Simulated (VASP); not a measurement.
Here is a VASP 6.6.1 calculation.

INCAR

```
SYSTEM = NaH
ALGO = Normal
EDIFF = 1E-6
ENCUT = 520
GGA = CA
ISIF = 2
ISMEAR = -1
LASPH = .True.
LCHARG = .True.
LELF = .True.
LREAL = .False.
LVHAR = .True.
LWAVE = .False.
NBANDS = 11
NELM = 80
PREC = Accurate
SIGMA = 0.03
```

KPOINTS

```
k-points
0
Gamma
  8 8 8
  0 0 0
```

File POSCAR:

```
NaH
1.0
    0.0000000000      2.3864216652      2.3864216652
    2.3864216652      0.0000000000      2.3864216652
    2.3864216652      2.3864216652      0.0000000000
Na H
1 1
Direct
   -0.0600000000     -0.0600000000      0.0600000000
    0.5600000000      0.5600000000      0.4400000000
```

Potentials or basis: VASP PAW LDA potentials, release 64 (Na_pv, H).

Launch:

```console
$ cat potpaw_LDA.64/Na_pv/POTCAR potpaw_LDA.64/H/POTCAR > POTCAR
$ mpirun -np 1 vasp_std > vasp.out
```

(1) Predict the largest force.

(2) What does it give for the pressure?

Results:

(1) 1.317 eV/Å.

(2) 2.4 GPa.

Caveat: the cell differs from its parent crystal (shortest bond scaled by 0.76); forces of over 1 eV/Å act on the atoms, so gaps and moduli don't describe the material at rest.
